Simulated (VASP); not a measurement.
# LiAl16 in VASP: notebook

The runs below take LiAl16 through single point, with PBE+D3(BJ).

Program: VASP 6.6.1. These are calculated values, not measurements. Logs are shortened: lines on timing, memory, paths and dates and some standing lists are left out, and cuts for length are marked.

### Step 1. The cell of the first run

The cell holds a slab with vacuum, 17 atoms: a = 8.100 Å, b = 5.728 Å, c = 15.296 Å, α = 90.00°, β = 90.00°, γ = 90.00°.

### Step 2. Single point, PBE+D3(BJ)

INCAR

```
PREC = Accurate
ENCUT = 520
EDIFF = 1E-6
ISMEAR = 0
SIGMA = 0.05
LREAL = Auto
LASPH = True
NELM = 80
ALGO = Normal
ISIF = 2
LWAVE = False
LCHARG = False
GGA = PE
IVDW = 12
NBANDS = 40
```

KPOINTS

```
Automatic mesh
0
Gamma
  2 3 1
```

POSCAR

```
LiAl16
1.0
    8.1000000000      0.0000000000      0.0000000000
    0.0000000000      5.7275650000      0.0000000000
    0.0000000000      0.0000000000     15.2956740000
Al Li
16 1
Direct
    0.2500000000      0.2499999564      0.0653780278
    0.7500000000      0.2499999564      0.0653780278
    0.2500000000      0.7500000436      0.0653780278
    0.7500000000      0.7500000436      0.0653780278
   -0.0032113580      0.0021290025      0.1491447843
    0.5032114815      0.0021290025      0.1491447843
   -0.0007802469      0.5023237624      0.1482551864
    0.5007803704      0.5023237624      0.1482551864
    0.2500001235      0.2516462057      0.2406258135
    0.7500001235      0.2529855183      0.2394048801
    0.2500001235      0.7666105928      0.2409355090
    0.7500001235      0.7442338935      0.2428858643
   -0.0025039506      0.0105385098      0.3259394781
    0.5025040741      0.0105385098      0.3259394127
    0.0160402469      0.5121747200      0.3235770454
    0.4839598765      0.5121747200      0.3235770454
    0.7500001235      0.3726971235      0.4164419953
```

Potentials or basis: VASP PAW PBE potentials, release 64 (Al, Li_sv).

On the command line:

```console
> cat potpaw_PBE.64/Al/POTCAR potpaw_PBE.64/Li_sv/POTCAR > POTCAR
> mpirun -np 1 vasp_std > vasp.out
```

OUTCAR:

```text
PREC = Accurate
   ENCUT = 520
   EDIFF = 1E-6
   ISMEAR = 0
   LREAL = Auto
   LASPH = True
   NELM = 80
   ISIF = 2
   GGA = PE
   IVDW = 12
 IVDW          = 12

 ion  position               nearest neighbor table
   1  0.250  0.250  0.065-   9 2.68   7 2.80   8 2.80   5 2.80   6 2.80   3 2.86   3 2.86
   2  0.750  0.250  0.065-  10 2.66   6 2.77   5 2.77   8 2.79   7 2.79   4 2.86   4 2.86
   3  0.250  0.750  0.065-  11 2.69   7 2.78   8 2.78   5 2.82   6 2.82   1 2.86   1 2.86
   4  0.750  0.750  0.065-  12 2.72   8 2.77   7 2.77   6 2.78   5 2.78   2 2.86   2 2.86
   5  0.997  0.002  0.149-  13 2.70   2 2.77   4 2.78   1 2.80   3 2.82  10 2.82  11 2.83   7 2.86
                             9 2.86   7 2.86  12 2.87
   6  0.503  0.002  0.149-  14 2.70   2 2.77   4 2.78   1 2.80   3 2.82  10 2.82  11 2.83   8 2.86
                             9 2.86   8 2.86  12 2.87
   7  0.999  0.502  0.148-  15 2.69   4 2.77   3 2.78   2 2.79   1 2.80  10 2.84  12 2.84   9 2.86
                             5 2.86   5 2.86  11 2.90
   8  0.501  0.502  0.148-  16 2.69   4 2.77   3 2.78   2 2.79   1 2.80  10 2.84  12 2.84   9 2.86
                             6 2.86   6 2.86  11 2.90
   9  0.250  0.252  0.241-   1 2.68  16 2.73  15 2.73  11 2.78  14 2.79  13 2.79   8 2.86   7 2.86
                             6 2.86   5 2.86  11 2.95
  10  0.750  0.253  0.239-   2 2.66  13 2.77  14 2.77  17 2.79  12 2.81   5 2.82   6 2.82   7 2.84
                             8 2.84  12 2.91  15 2.92  16 2.92
  11  0.250  0.767  0.241-   3 2.69  16 2.70  15 2.70   9 2.78  14 2.80  13 2.80   6 2.83   5 2.83
                             8 2.90   7 2.90   9 2.95
  12  0.750  0.744  0.243-   4 2.72  10 2.81  15 2.82  16 2.82  13 2.82  14 2.82   7 2.84   8 2.84
                             5 2.87   6 2.87  10 2.91
  13  0.997  0.011  0.326-   5 2.70  10 2.77   9 2.79  11 2.80  12 2.82  15 2.86  15 2.88
  14  0.503  0.011  0.326-   6 2.70  10 2.77   9 2.79  11 2.80  12 2.82  16 2.86  16 2.88
  15  0.016  0.512  0.324-   7 2.69  17 2.70  11 2.70   9 2.73  12 2.82  13 2.86  13 2.88  10 2.92

  16  0.484  0.512  0.324-   8 2.69  17 2.70  11 2.70   9 2.73  12 2.82  14 2.86  14 2.88  10 2.92

  17  0.750  0.373  0.416-  15 2.70  16 2.70  10 2.79

  LATTYP: Found a simple orthorhombic cell.
 ALAT       =     5.7275650000
 B/A-ratio  =     1.4142135445
 C/A-ratio  =     2.6705369559

  Lattice vectors:

 A1 = (   0.0000000000,  -5.7275650000,   0.0000000000)
 A2 = (   8.1000000000,   0.0000000000,   0.0000000000)
 A3 = (   0.0000000000,   0.0000000000,  15.2956740000)

Analysis of symmetry for initial positions (statically):
=====================================================================
 Subroutine PRICEL returns:
 Original cell was already a primitive cell.

 Routine SETGRP: Setting up the symmetry group for a
 simple orthorhombic supercell.

 Subroutine GETGRP returns: Found  2 space group operations
 (whereof  1 operations were pure point group operations)
 out of a pool of  8 trial point group operations.

The static configuration has the point symmetry C_1 .
 The point group associated with its full space group is C_1h.

Analysis of symmetry for dynamics (positions and initial velocities):
=====================================================================
 Subroutine PRICEL returns:
 Original cell was already a primitive cell.

 Routine SETGRP: Setting up the symmetry group for a
 simple orthorhombic supercell.

 Subroutine GETGRP returns: Found  2 space group operations
 (whereof  1 operations were pure point group operations)
 out of a pool of  8 trial point group operations.

The dynamic configuration has the point symmetry C_1 .
 The point group associated with its full space group is C_1h.

 Subroutine INISYM returns: Found  2 space group operations
 (whereof  1 operations are pure point group operations),
 and found     1 'primitive' translations

----------------------------------------------------------------------------------------

                                     Primitive cell

  volume of cell :     709.6164

  direct lattice vectors                    reciprocal lattice vectors
     8.100000000  0.000000000  0.000000000     0.123456790  0.000000000  0.000000000
     0.000000000  5.727565000  0.000000000     0.000000000  0.174594265  0.000000000
     0.000000000  0.000000000 15.295674000     0.000000000  0.000000000  0.065377962

  length of vectors
     8.100000000  5.727565000 15.295674000     0.123456790  0.174594265  0.065377962

  position of ions in fractional coordinates (direct lattice)
     0.250000000  0.249999956  0.065378028
     0.750000000  0.249999956  0.065378028
     0.250000000  0.750000044  0.065378028
     0.750000000  0.750000044  0.065378028
     0.996788642  0.002129002  0.149144784
     0.503211482  0.002129002  0.149144784
[... 9 lines left out ...]
     0.483959877  0.512174720  0.323577045
     0.750000124  0.372697123  0.416441995

  ion indices of the primitive-cell ions
   primitive index   ion index
                 1           1
                 2           2
                 3           3
                 4           4
                 5           5
                 6           6
[... 9 lines left out ...]
                16          16
                17          17

----------------------------------------------------------------------------------------

 KPOINTS: Automatic mesh

Automatic generation of k-mesh.
 Grid dimensions read from file:
 generate k-points for:    2    3    1

 Generating k-lattice:

  Cartesian coordinates                     Fractional coordinates (reciprocal lattice)
     0.061728395  0.000000000  0.000000000     0.500000000  0.000000000  0.000000000
     0.000000000  0.058198088  0.000000000     0.000000000  0.333333333  0.000000000
     0.000000000  0.000000000  0.065377962     0.000000000  0.000000000  1.000000000

  Length of vectors
     0.061728395  0.058198088  0.065377962

  Shift w.r.t. Gamma in fractional coordinates (k-lattice)
     0.000000000  0.000000000  0.000000000

 Subroutine IBZKPT returns following result:
 ===========================================

 Found      4 irreducible k-points:

 Following reciprocal coordinates:
            Coordinates               Weight
  0.000000  0.000000  0.000000      1.000000
  0.500000  0.000000  0.000000      1.000000
  0.000000  0.333333  0.000000      2.000000
  0.500000  0.333333  0.000000      2.000000
   k-points           NKPTS =      4   k-points in BZ     NKDIM =      4   number of bands    NBANDS=     40
   number of dos      NEDOS =    301   number of ions     NIONS =     17
   total plane-waves  NPLWV = 345600
   dimension x,y,z NGX =    60 NGY =   48 NGZ =  120
   dimension x,y,z NGXF=   120 NGYF=   96 NGZF=  240
   ions per type =              16   1
   NGX,Y,Z   is equivalent  to a cutoff of  12.31, 13.93, 13.04 a.u.
   NGXF,Y,Z  is equivalent  to a cutoff of  24.63, 27.86, 26.09 a.u.
 SYSTEM =  unknown system
   PREC   = accura    normal or accurate (medium, high low for compatibility)
   ISTART =      0    job   : 0-new  1-cont  2-samecut
   ICHARG =      2    charge: 1-file 2-atom 10-const
   ISPIN  =      1    spin polarized calculation?
   LNONCOLLINEAR =      F non collinear calculations
   LSORBIT =      F    spin-orbit coupling
   LASPH  =      T    aspherical Exc in radial PAW
   ENCUT  =  520.0 eV  38.22 Ry    6.18 a.u.  15.06 10.65 28.44*2*pi/ulx,y,z
   NELM   =     80;   NELMIN=  2; NELMDL= -5     # of ELM steps
   EDIFF  = 0.1E-05   stopping-criterion for ELM
   LREAL  =      T    real-space projection
   EDIFFG = 0.1E-04   stopping-criterion for IOM
   NSW    =      0    number of steps for IOM
   IBRION =     -1    ionic relax: 0-MD 1-quasi-New 2-CG
   NFREE  =      0    steps in history (QN), initial steepest desc. (CG)
   ISIF   =      2    stress and relaxation
   ISYM   =      2    0-nonsym 1-usesym 2-fastsym
   POTIM  = 0.5000    time-step for ionic-motion
   TEBEG  =    0.0;   TEEND  =   0.0 temperature during run
   PSTRESS=    0.0 pullay stress
   NELECT =      51.0000    total number of electrons
   NUPDOWN=      -1.0000    fix difference up-down
   EMIN   =  10.00;   EMAX   =-10.00  energy-range for DOS
   EFERMI =   0.00;   METHOD = LEGACY
   ISMEAR =     0;   SIGMA  =   0.05  broadening in eV -4-tet -1-fermi 0-gaus
   EFERMI_NEDOS =   21; number of points for ismear=-14 and -15
   IALGO  =     38    algorithm
   IMIX   =      4    mixing-type and parameters
     AMIX     =   0.40;   BMIX     =  1.00
     AMIX_MAG =   1.60;   BMIX_MAG =  1.00
  volume/ion in A,a.u.               =      41.74       281.69
  Fermi-wavevector in a.u.,A,eV,Ry     =   0.680650  1.286241  6.303362  0.463284
  Thomas-Fermi vector in A             =   1.759202
   LORBIT       =      0    0 simple, 1 ext, 2 COOP (PROOUT), +10 PAW based schemes
   GGA     = PE    functional components
   LHFCALC =     F    Hartree Fock is set to
   AEXX    =    0.0000 exact exchange contribution
   IVDW    =    12    specifies the selected vdW correction
   LEPSILON=     F    determine dielectric tensor
   LRPA    =     F    only Hartree local field effects (RPA)
 non-spin polarized calculation
 Gauss-broadening in eV      SIGMA  =   0.05
  energy-cutoff  :      520.00
  volume of cell :      709.62
 maximum number of plane-waves:     19139
   NGX = 31   NGY = 21   NGZ = 57

 number of electron      51.0000004 magnetization

 Free energy of the ion-electron system (eV)
  ---------------------------------------------------
  ext. energy  EPLUGINS =         0.00000000
  ---------------------------------------------------
  free energy    TOTEN  =       -56.89435085 eV

  energy without entropy =      -56.88550788  energy(sigma->0) =      -56.88992937

 E-fermi :   0.6489     XC(G=0):  -5.1684

 val. band max:        0.6073237570   @ k =   0.0000   0.0000   0.0000
 cond. band min:       0.6937603815   @ k =   0.0000   0.3333   0.0000
 fundamental gap:      0.0864366244
 Fermi energy:         0.6489414121

 k-point     1 :       0.0000    0.0000    0.0000
  band No.  band energies     occupation
      1     -46.6534      2.00000
      2      -9.5853      2.00000
      3      -7.4041      2.00000
      4      -7.3765      2.00000
      5      -7.0365      2.00000
      6      -5.1966      2.00000
[... 29 lines left out ...]
     36       2.7928      0.00000
     37       2.9665      0.00000

 k-point     2 :       0.5000    0.0000    0.0000
  band No.  band energies     occupation
      1     -46.6533      2.00000
      2      -9.0332      2.00000
      3      -9.0249      2.00000
      4      -6.5300      2.00000
      5      -6.5243      2.00000
      6      -4.6705      2.00000
[... 29 lines left out ...]
     36       2.6722      0.00000
     37       2.9356      0.00000

 k-point     3 :       0.0000    0.3333    0.0000
  band No.  band energies     occupation
      1     -46.6533      2.00000
      2      -9.0874      2.00000
      3      -7.6055      2.00000
      4      -6.9137      2.00000
      5      -6.8866      2.00000
      6      -6.5447      2.00000
[... 29 lines left out ...]
     36       2.7733      0.00000
     37       2.8157      0.00000

 k-point     4 :       0.5000    0.3333    0.0000
  band No.  band energies     occupation
      1     -46.6533      2.00000
      2      -8.5372      2.00000
      3      -8.5294      2.00000
      4      -7.0609      2.00000
      5      -7.0527      2.00000
      6      -6.0410      2.00000
[... 29 lines left out ...]
     36       3.1567      0.00000
     37       3.3621      0.00000
 [bands above 37 left out]

------------------------ aborting loop because EDIFF is reached ----------------------------------------

 Edisp (eV)   -3.55331

 E8    (eV) :    -1.6633

  FORCE on cell =-STRESS in cart. coord.  units (eV):
  Direction    XX          YY          ZZ          XY          YZ          ZX
  --------------------------------------------------------------------------------------
  -------------------------------------------------------------------------------------
  Total       4.32763   -17.02866    -0.08840     0.00000    -0.56192     0.00000
  in kB       9.77095   -38.44743    -0.19959     0.00000    -1.26872     0.00000
  external pressure =       -9.63 kB  Pullay stress =        0.00 kB

 VOLUME and BASIS-vectors are now :
 -----------------------------------------------------------------------------
  energy-cutoff  :      520.00
  volume of cell :      709.62
      direct lattice vectors                 reciprocal lattice vectors
     8.100000000  0.000000000  0.000000000     0.123456790  0.000000000  0.000000000
     0.000000000  5.727565000  0.000000000     0.000000000  0.174594265  0.000000000
     0.000000000  0.000000000 15.295674000     0.000000000  0.000000000  0.065377962

 POSITION                                       TOTAL-FORCE (eV/Angst)
 -----------------------------------------------------------------------------------
      2.02500      1.43189      1.00000         0.000000     -0.006933     -0.022397
      6.07500      1.43189      1.00000         0.000000     -0.003627     -0.070067
      2.02500      4.29567      1.00000         0.000000      0.062734      0.009288
      6.07500      4.29567      1.00000         0.000000      0.021503      0.072936
      8.07399      0.01219      2.28127         0.000300      0.001277     -0.000763
      4.07601      0.01219      2.28127        -0.000300      0.001277     -0.000763
[... 9 lines left out ...]
      3.92007      2.93351      4.94933         0.009647      0.015044      0.003436
      6.07500      2.13465      6.36976         0.000000     -0.158899      0.004408
 -----------------------------------------------------------------------------------
    total drift:                               -0.000117      0.005906     -0.014005

  FREE ENERGIE OF THE ION-ELECTRON SYSTEM (eV)
  ---------------------------------------------------
  free  energy   TOTEN  =       -60.4476603606 eV

  energy  without entropy=      -60.4388173953  energy(sigma->0) =      -60.44323888
```

Run time: 2 min. Hardware: 1 thread of Intel Xeon 6975P-C (Granite Rapids), shared host; peak memory 0.66 GiB.

What came out:

```yaml
Free_energy: -60.4477 eV
Largest_force: 0.159 eV/Å
Dispersion_energy_per_atom: -0.209 eV
```

Forces in eV/Å, atoms in the order of the input:
```
Al   0.000 -0.007 -0.022
Al   0.000 -0.004 -0.070
Al   0.000  0.063  0.009
Al   0.000  0.022  0.073
Al   0.000  0.001 -0.001
Al   0.000  0.001 -0.001
Al   0.000  0.003  0.000
Al   0.000  0.003  0.000
Al   0.000  0.025 -0.002
Al   0.000 -0.016 -0.008
Al   0.000  0.007  0.001
Al   0.000  0.002  0.008
Al  -0.004  0.014  0.001
Al   0.004  0.014  0.001
Al  -0.010  0.015  0.003
Al   0.010  0.015  0.003
Li   0.000 -0.159  0.004
```

Levels at points of the mesh, in eV from the Fermi level:
```tsv
k point	band 21	band 22	band 23	band 24	band 25	band 26	band 27	band 28	band 29	band 30
(0.00, 0.00, 0.00)	-1.52	-1.18	-0.75	-0.66	-0.64	-0.04	0.15	0.22	1.32	1.46
(0.50, 0.00, 0.00)	-0.98	-0.97	-0.96	-0.95	-0.89	0.30	0.42	0.52	0.54	1.30
```

Caveat: the k points lie up to 0.39 Å⁻¹ apart; the cutoff is under 1.25 times the usual one of these potentials, so pressure, stress and relaxed cells hold a basis-set (Pulay) error.

(Continued in part 2 of 2.)
